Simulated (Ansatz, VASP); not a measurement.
**PbS in VASP and in Ansatz**

The input INCAR:

```
PREC = Accurate
ENCUT = 520
EDIFF = 1E-7
ISMEAR = -1
SIGMA = 0.02
LREAL = F
LASPH = T
NELM = 80
ALGO = Normal
ISIF = 2
LWAVE = F
LCHARG = F
GGA = PE
NBANDS = 17
```

Contents of KPOINTS:

```
Automatic mesh
0
Gamma
  8 8 8
```

The input POSCAR:

```
PbS
1.0
    0.0000000000      3.1067219832      3.1067219832
    3.1067219832      0.0000000000      3.1067219832
    3.1067219832      3.1067219832      0.0000000000
Pb S
1 1
Direct
    0.0000000000      0.0000000000      0.0000000000
    0.5000000000      0.5000000000      0.5000000000
```

Input for Ansatz:

```yaml
crystal:
  lattice:
    - [0.0, 3.1067219832, 3.1067219832]
    - [3.1067219832, 0.0, 3.1067219832]
    - [3.1067219832, 3.1067219832, 0.0]
  atoms:
    - { symbol: Pb, position: [0.0, 0.0, 0.0] }
    - { symbol: S, position: [0.5, 0.5, 0.5] }
kpoints:
  mp_grid: { grid: [8, 8, 8] }
  band_path:
    path:
      - [0.0, 0.0, 0.0]
      - [0.5, 0.0, 0.5]
      - [0.625, 0.25, 0.625]
      - [0.375, 0.375, 0.75]
      - [0.5, 0.5, 0.5]
      - [0.5, 0.25, 0.75]
      - [0.0, 0.0, 0.5]
    npoints: 1
hamiltonian:
  xc: pbe
scf:
  occupations: { method: fermi_dirac, width: 0.02 }
  n_extra_bands: 4
output:
  forces: true
  stress: true
  eigenvalues: true
  write_density: true
  write_potential: true
  elf: true
  volumetric_format: npy
```

Change from the starting cell: hydrostatic strain +4.0%.

Alike in both runs: task single point; functional PBE; k mesh 8 × 8 × 8; occupations fermi-dirac, width 0.02 eV; no spin polarisation.

|  | VASP | Ansatz |
| --- | --- | --- |
| version | VASP 6.6.1 | Ansatz 0.2.0 |
| potentials or method | VASP PAW PBE potentials, release 64 (Pb_d, S) | plane waves, PAW |
| plane-wave cutoff (eV) | 520 | 420 |
| valence electrons in the cell | 20 | 20 |

|  | VASP | Ansatz | Ansatz less VASP |
| --- | --- | --- | --- |
| gap on the k mesh at the Fermi level (eV) | 0.77 | 0.77 | -0.005 |
| pressure (GPa) | -4.3 | -4.3 | +0.06 |

Spin-orbit coupling is off throughout.
